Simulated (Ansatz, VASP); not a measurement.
**GaCo in VASP and in Ansatz**

```xyz
2
Lattice="2.6100 0.0000 0.0000 -1.3050 2.2603 0.0000 0.0000 0.0000 5.6577" Properties=species:S:1:pos:R:3 pbc="T T T"
Ga    0.0000    0.0000    0.0000
Co    0.0000    0.0000    2.8289
```

Alike in both runs: task relaxation of cell and atoms; functional PBE; k mesh 6 × 6 × 4; occupations gaussian, width 0.1 eV; collinear spin.

|  | VASP | Ansatz |
| --- | --- | --- |
| version | VASP 6.6.1 | Ansatz 0.2.0 |
| potentials or method | VASP PAW PBE potentials, release 64 (Ga_d, Co), cutoff 600 eV | scalar-relativistic, plane waves, PAW |
| valence electrons in the cell | 22 | 30 |

|  | VASP | Ansatz | Ansatz less VASP |
| --- | --- | --- | --- |
| gap on the k mesh at the Fermi level, each at its own relaxed structure (eV) | none | none | - |
| net moment per atom (μB) | 0.52 | 0.57 | +0.054 |
| size of the moment on the site where the two differ most (μB) | 1.19 | 1.30 | +0.114 |
| relaxed volume (Å³/atom) | 14.50 | 14.55 | +0.046 |
| relaxed cell length with the largest relative difference (Å) | 4.767 | 4.812 | +0.0452 |

Site moments also hang on the region over which each program counts them. A gap of «none» marks a metal or a gap that the smearing closes. VASP's potentials hold 22 valence electrons a cell and Ansatz's 30, so a difference there can come from the potentials and not from the codes.

The k mesh is coarse, so the values compare programs but aren't converged.
